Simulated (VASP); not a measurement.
# WS2 (P6_3/mmc) in VASP: single point with LDA+U

Aim: the single point of WS2 with LDA+U.

All numbers are computed with VASP 6.6.1; they aren't measurements. Logs are shortened: lines on timing, memory, paths and dates and some standing lists are left out, and cuts for length are marked.

### 1 The cell of the first run

The structure is hexagonal, space group P6_3/mmc (No. 194). The conventional cell has a = 3.180 Å, b = 3.180 Å, c = 12.500 Å, α = 90.00°, β = 90.00°, γ = 120.00°. Within 3.2 Å of W (site symmetry -6m2) lie 6 S at 2.45 Å and 6 W at 3.18 Å. S (site symmetry 3m) has 3 W at 2.45 Å and 7 S at 3.18 to 3.25 Å within 3.3 Å.

### 2 Single point, LDA+U, collinear spin, zero start

Input file INCAR:

```
SYSTEM = WS2
PREC = Accurate
ENCUT = 520
EDIFF = 1E-7
ISMEAR = 0
SIGMA = 0.05
LREAL = .False.
LASPH = .True.
NELM = 150
ALGO = Normal
ISIF = 2
LWAVE = .False.
LCHARG = .False.
ISPIN = 2
MAGMOM = 0 0 0 0 0 0
LORBIT = 11
LMAXMIX = 4
LDAU = .True.
LDAUTYPE = 2
LDAUL = 2 -1
LDAUU = 6 0
LDAUJ = 0 0
LDAUPRINT = 1
NBANDS = 39
```

Input file KPOINTS:

```
regular mesh
0
Gamma
  7 7 2
  0 0 0
```

Input file POSCAR:

```
WS2
1.0
    3.1799994900      0.0000000000      0.0000000000
   -1.5899997400      2.7539603400      0.0000000000
    0.0000000000      0.0000000000     12.4999993200
W S
2 4
Direct
    0.3333333333      0.6666666667      0.2500000000
    0.6666666667      0.3333333333      0.7500000000
    0.3333333333      0.6666666667      0.6200000000
    0.6666666667      0.3333333333      0.1200000000
    0.3333333333      0.6666666667      0.8800000000
    0.6666666667      0.3333333333      0.3800000000
```

Potentials or basis: VASP PAW LDA potentials, release 64 (W_sv, S).

Run with:

```sh
cat potpaw_LDA.64/W_sv/POTCAR potpaw_LDA.64/S/POTCAR > POTCAR
mpirun -np 1 vasp_std > vasp.out
```

OUTCAR:

```text
SYSTEM = WS2
   PREC = Accurate
   ENCUT = 520
   EDIFF = 1E-7
   ISMEAR = 0
   LREAL = .False.
   LASPH = .True.
   NELM = 150
   ISIF = 2
   ISPIN = 2
   LORBIT = 11

 ion  position               nearest neighbor table
   1  0.333  0.667  0.250-   4 2.45   6 2.45   4 2.45   6 2.45   4 2.45   6 2.45
   2  0.667  0.333  0.750-   3 2.45   5 2.45   3 2.45   5 2.45   3 2.45   5 2.45
   3  0.333  0.667  0.620-   2 2.45   2 2.45   2 2.45
   4  0.667  0.333  0.120-   1 2.45   1 2.45   1 2.45
   5  0.333  0.667  0.880-   2 2.45   2 2.45   2 2.45
   6  0.667  0.333  0.380-   1 2.45   1 2.45   1 2.45

  LATTYP: Found a hexagonal cell.
 ALAT       =     3.1799994900
 C/A-ratio  =     3.9308180266

  Lattice vectors:

 A1 = (   3.1799994900,   0.0000000000,   0.0000000000)
 A2 = (  -1.5899997400,   2.7539603400,   0.0000000000)
 A3 = (   0.0000000000,   0.0000000000,  12.4999993200)

Analysis of symmetry for initial positions (statically):
=====================================================================
 Subroutine PRICEL returns:
 Original cell was already a primitive cell.

 Routine SETGRP: Setting up the symmetry group for a
 hexagonal supercell.

 Subroutine GETGRP returns: Found 24 space group operations
 (whereof 12 operations were pure point group operations)
 out of a pool of 24 trial point group operations.

The static configuration has the point symmetry D_3d.
 The point group associated with its full space group is D_6h.

Analysis of symmetry for dynamics (positions and initial velocities):
=====================================================================
 Subroutine PRICEL returns:
 Original cell was already a primitive cell.

 Routine SETGRP: Setting up the symmetry group for a
 hexagonal supercell.

 Subroutine GETGRP returns: Found 24 space group operations
 (whereof 12 operations were pure point group operations)
 out of a pool of 24 trial point group operations.

The dynamic configuration has the point symmetry D_3d.
 The point group associated with its full space group is D_6h.

Analysis of structural, dynamic, and magnetic symmetry:
=====================================================================
 Subroutine PRICEL returns:
 Original cell was already a primitive cell.

 Routine SETGRP: Setting up the symmetry group for a
 hexagonal supercell.

 Subroutine GETGRP returns: Found 24 space group operations
 (whereof 12 operations were pure point group operations)
 out of a pool of 24 trial point group operations.

The overall configuration has the point symmetry D_3d.
 The point group associated with its full space group is D_6h.

 Subroutine INISYM returns: Found 24 space group operations
 (whereof 12 operations are pure point group operations),
 and found     1 'primitive' translations

----------------------------------------------------------------------------------------

                                     Primitive cell

  volume of cell :     109.4699

  direct lattice vectors                    reciprocal lattice vectors
     3.179999490  0.000000000  0.000000000     0.314465459  0.181556717  0.000000000
    -1.589999740  2.753960340  0.000000000     0.000000000  0.363113435  0.000000000
     0.000000000  0.000000000 12.499999320     0.000000000  0.000000000  0.080000004

  length of vectors
     3.179999490  3.179999485 12.499999320     0.363113435  0.363113435  0.080000004
[... 151 lines left out ...]
  o =  0.3245  v = -1.0000 -0.0000 -0.0000 -0.0000 -0.0054  0.0000  0.0000  0.0000  0.0000  0.0000      0.0000  0.0000  0.0000  0.0000  0.0000  0.0000  0.0000  0.0000  0.0000  0.0000
  o =  0.3245  v = -0.0054  0.0000  0.0000  0.0000  1.0000  0.0000  0.0000  0.0000  0.0000  0.0000      0.0000  0.0000  0.0000  0.0000  0.0000  0.0000  0.0000  0.0000  0.0000  0.0000
  o =  0.3245  v =  0.0000  0.0000  0.0000  0.0000  0.0000  0.0085 -0.0000  0.0000 -0.0000  1.0000      0.0000  0.0000  0.0000  0.0000  0.0000  0.0000  0.0000  0.0000  0.0000  0.0000
  o =  0.3245  v =  0.0000  0.0000  0.0000  0.0000  0.0000  1.0000  0.0000  0.0000  0.0000 -0.0085      0.0000  0.0000  0.0000  0.0000  0.0000  0.0000  0.0000  0.0000  0.0000  0.0000
  o =  0.3590  v = -0.0000  0.0000  1.0000  0.0000 -0.0000  0.0000  0.0000  0.0000  0.0000  0.0000      0.0000  0.0000  0.0000  0.0000  0.0000  0.0000  0.0000  0.0000  0.0000  0.0000
  o =  0.3590  v =  0.0000  0.0000  0.0000  0.0000  0.0000 -0.0000  0.0000  1.0000 -0.0000 -0.0000      0.0000  0.0000  0.0000  0.0000  0.0000  0.0000  0.0000  0.0000  0.0000  0.0000

atom =   2  type =  1  l = 2

 onsite density matrix

spin component  1

  0.3245  0.0000 -0.0000  0.0000 -0.0000
  0.0000  0.3025  0.0000  0.0000 -0.0000
 -0.0000  0.0000  0.3590 -0.0000 -0.0000
  0.0000  0.0000 -0.0000  0.3025  0.0000
 -0.0000 -0.0000 -0.0000  0.0000  0.3245

spin component  2

  0.3245 -0.0000 -0.0000 -0.0000 -0.0000
 -0.0000  0.3025 -0.0000  0.0000  0.0000
 -0.0000 -0.0000  0.3590  0.0000 -0.0000
 -0.0000  0.0000  0.0000  0.3025 -0.0000
 -0.0000  0.0000 -0.0000 -0.0000  0.3245

 occupancies and eigenvectors

  o =  0.3025  v = -0.0000  0.8447  0.0000 -0.5352  0.0000  0.0000  0.0000  0.0000  0.0000  0.0000      0.0000  0.0000  0.0000  0.0000  0.0000  0.0000  0.0000  0.0000  0.0000  0.0000
  o =  0.3025  v =  0.0000 -0.5352 -0.0000 -0.8447 -0.0000  0.0000  0.0000  0.0000  0.0000  0.0000      0.0000  0.0000  0.0000  0.0000  0.0000  0.0000  0.0000  0.0000  0.0000  0.0000
  o =  0.3025  v =  0.0000  0.0000  0.0000  0.0000  0.0000 -0.0000 -0.8447  0.0000  0.5352 -0.0000      0.0000  0.0000  0.0000  0.0000  0.0000  0.0000  0.0000  0.0000  0.0000  0.0000
  o =  0.3025  v =  0.0000  0.0000  0.0000  0.0000  0.0000 -0.0000 -0.5352  0.0000 -0.8447 -0.0000      0.0000  0.0000  0.0000  0.0000  0.0000  0.0000  0.0000  0.0000  0.0000  0.0000
  o =  0.3245  v = -0.9977  0.0000 -0.0000  0.0000 -0.0683  0.0000  0.0000  0.0000  0.0000  0.0000      0.0000  0.0000  0.0000  0.0000  0.0000  0.0000  0.0000  0.0000  0.0000  0.0000
  o =  0.3245  v = -0.0683 -0.0000  0.0000 -0.0000  0.9977  0.0000  0.0000  0.0000  0.0000  0.0000      0.0000  0.0000  0.0000  0.0000  0.0000  0.0000  0.0000  0.0000  0.0000  0.0000
  o =  0.3245  v =  0.0000  0.0000  0.0000  0.0000  0.0000  0.7179  0.0000  0.0000 -0.0000 -0.6962      0.0000  0.0000  0.0000  0.0000  0.0000  0.0000  0.0000  0.0000  0.0000  0.0000
  o =  0.3245  v =  0.0000  0.0000  0.0000  0.0000  0.0000  0.6962 -0.0000  0.0000  0.0000  0.7179      0.0000  0.0000  0.0000  0.0000  0.0000  0.0000  0.0000  0.0000  0.0000  0.0000
  o =  0.3590  v = -0.0000 -0.0000  1.0000 -0.0000 -0.0000  0.0000  0.0000  0.0000  0.0000  0.0000      0.0000  0.0000  0.0000  0.0000  0.0000  0.0000  0.0000  0.0000  0.0000  0.0000
  o =  0.3590  v =  0.0000  0.0000  0.0000  0.0000  0.0000 -0.0000  0.0000  1.0000  0.0000 -0.0000      0.0000  0.0000  0.0000  0.0000  0.0000  0.0000  0.0000  0.0000  0.0000  0.0000

 number of electron      52.0000006 magnetization       0.0000000

 Free energy of the ion-electron system (eV)
  ---------------------------------------------------
  ext. energy  EPLUGINS =         0.00000000
  ---------------------------------------------------
  free energy    TOTEN  =       -38.94319560 eV

  energy without entropy =      -38.94319560  energy(sigma->0) =      -38.94319560

 E-fermi :   7.3897     XC(G=0): -11.1562

 val. band max:        7.0151917257   @ k =   0.0000   0.0000   0.0000
 cond. band min:       8.0716545012   @ k =   0.1429   0.1429   0.0000
 fundamental gap:      1.0564627755
 Fermi energy:         7.3897080228

 spin component 1

 k-point     1 :       0.0000    0.0000    0.0000
  band No.  band energies     occupation
      1     -68.0196      1.00000
      2     -68.0196      1.00000
      3     -32.4292      1.00000
      4     -32.4292      1.00000
      5     -32.2871      1.00000
      6     -32.2871      1.00000
[... 645 lines left out ...]
     37      13.9770      0.00000
     38      13.9770      0.00000
 Fermi energy:         7.3897080228

 spin component 2

 k-point     1 :       0.0000    0.0000    0.0000
  band No.  band energies     occupation
      1     -68.0196      1.00000
      2     -68.0196      1.00000
      3     -32.4292      1.00000
      4     -32.4292      1.00000
      5     -32.2871      1.00000
      6     -32.2871      1.00000
[... 645 lines left out ...]
     37      13.9770      0.00000
     38      13.9770      0.00000
 [bands above 38 left out]

------------------------ aborting loop because EDIFF is reached ----------------------------------------

  FORCE on cell =-STRESS in cart. coord.  units (eV):
  Direction    XX          YY          ZZ          XY          YZ          ZX
  --------------------------------------------------------------------------------------
  -------------------------------------------------------------------------------------
  Total       -3.3348516     -3.3348516     -6.4606645     -0.0000000      0.0000000      0.0000000
  in kB      -48.8081528    -48.8081527    -94.5568611     -0.0000001      0.0000000      0.0000000
  external PRESSURE =     -64.0577222 kB  Pullay stress =       0.0000000 kB

 VOLUME and BASIS-vectors are now :
 -----------------------------------------------------------------------------
  energy-cutoff  :      520.00
  volume of cell :      109.47
      direct lattice vectors                 reciprocal lattice vectors
     3.179999490  0.000000000  0.000000000     0.314465459  0.181556717  0.000000000
    -1.589999740  2.753960340  0.000000000     0.000000000  0.363113435  0.000000000
     0.000000000  0.000000000 12.499999320     0.000000000  0.000000000  0.080000004

 POSITION                                       TOTAL-FORCE (eV/Angst)
 -----------------------------------------------------------------------------------
      0.00000      1.83597      3.12500        -0.000000     -0.000000      0.000000
      1.59000      0.91799      9.37500         0.000000      0.000000      0.000000
      0.00000      1.83597      7.75000         0.000000      0.000000      0.918247
      1.59000      0.91799      1.50000         0.000000     -0.000000      0.918247
      0.00000      1.83597     11.00000        -0.000000      0.000000     -0.918247
      1.59000      0.91799      4.75000        -0.000000      0.000000     -0.918247
 -----------------------------------------------------------------------------------
    total drift:                               -0.000000      0.000000     -0.000000

  FREE ENERGIE OF THE ION-ELECTRON SYSTEM (eV)
  ---------------------------------------------------
  free  energy   TOTEN  =       -38.9431955992 eV

  energy  without entropy=      -38.9431955992  energy(sigma->0) =      -38.94319560

 total charge

# of ion       s       p       d       tot
------------------------------------------
    1        2.333   6.320   3.176  11.829
    2        2.333   6.320   3.176  11.829
    3        1.359   2.341   0.000   3.699
    4        1.359   2.341   0.000   3.699
    5        1.359   2.341   0.000   3.699
    6        1.359   2.341   0.000   3.699
--------------------------------------------------
tot         10.101  22.003   6.352  38.456

 magnetization (x)

# of ion       s       p       d       tot
------------------------------------------
    1        0.000   0.000  -0.000  -0.000
    2        0.000   0.000  -0.000  -0.000
    3       -0.000   0.000   0.000   0.000
    4       -0.000   0.000   0.000   0.000
    5       -0.000   0.000   0.000   0.000
    6       -0.000   0.000   0.000   0.000
--------------------------------------------------
tot          0.000   0.000  -0.000  -0.000
```

Wall time 2.3 min (1 thread of AMD EPYC 7R13 (Zen 3), shared host); peak memory 0.23 GiB.

What came out:

* Free energy: -38.9432 eV
* Pressure: -6.4 GPa
* Largest force: 0.918 eV/Å
* Band gap on the k mesh: 1.06 eV (least direct gap 2.20 eV)
* Net moment: 0.00 μB per cell
* Valence electrons inside the program's atomic spheres: W 11.83; S 3.70

Forces in eV/Å, atoms in the order of the input:
```
W    0.000  0.000  0.000
W    0.000  0.000  0.000
S    0.000  0.000  0.918
S    0.000  0.000  0.918
S    0.000  0.000 -0.918
S    0.000  0.000 -0.918
```

Stress tensor (GPa, compression positive):
```
-4.88  0.00  0.00
 0.00 -4.88  0.00
 0.00  0.00 -9.46
```

Eigenvalues of the final occupation matrices:
```
    site  spin  trace               eigenvalues
site 1 d     1   1.61  0.30 0.30 0.32 0.32 0.36
site 1 d     2   1.61  0.30 0.30 0.32 0.32 0.36
site 2 d     1   1.61  0.30 0.30 0.32 0.32 0.36
site 2 d     2   1.61  0.30 0.30 0.32 0.32 0.36
```

Caveat: the cell stands under tension; spin-orbit coupling is left out, which moves the levels of the heavy elements.
